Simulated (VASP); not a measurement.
Y3AlN4, 8 atoms in the cell. It takes space group P4/mmm (No. 123, tetragonal). Conventional cell: a = 3.564 Å, b = 3.564 Å, c = 10.080 Å, α = 90.00°, β = 90.00°, γ = 90.00°. Y (site symmetry 4mm) has 6 N at 2.52 Å within 3.3 Å. Y (site symmetry 4/mmm) has 6 N at 2.52 Å within 3.3 Å. Al (site symmetry 4/mmm) has 6 N at 2.52 Å within 3.3 Å. N (site symmetry 4mm) has 5 Y at 2.52 Å and 1 Al at 2.52 Å within 3.3 Å. Within 3.3 Å of N (site symmetry 4/mmm) lie 6 Y at 2.52 Å. Within 3.3 Å of N (site symmetry 4/mmm) lie 2 Y at 2.52 Å and 4 Al at 2.52 Å. 

* Program: VASP 6.6.1
* Task: relaxation of cell and atoms
* Functional: PBE
* Potentials or basis: VASP PAW PBE potentials, release 64 (Y_sv, Al, N)
* Cutoff: 600 eV
* k mesh: 6 × 6 × 2
* Occupations: gaussian, width 0.1 eV
* Spin: no spin polarisation
* Dipole correction: no
* Further INCAR settings: ALGO = Normal; EDIFF = 1e-07; IBRION = 2; EDIFFG = -0.04; NSW = 90; ISIF = 3

Potentials or basis: VASP PAW PBE potentials, release 64 (Y_sv, Al, N).

Run with:

```console
$ cat potpaw_PBE.64/Y_sv/POTCAR potpaw_PBE.64/Al/POTCAR potpaw_PBE.64/N/POTCAR > POTCAR
$ mpirun -np 1 vasp_std > vasp.out
```

Hardware: 1 thread of Intel(R) Xeon(R) Platinum 8488C (Sapphire Rapids), with other jobs on the host.

Q: Estimate the wall time of this run.

A: Wall time 12 min on 1 thread of Intel(R) Xeon(R) Platinum 8488C (Sapphire Rapids) (shared host), peak memory 0.35 GiB. Counts: scf iterations 139, k points 20, ion steps 12.
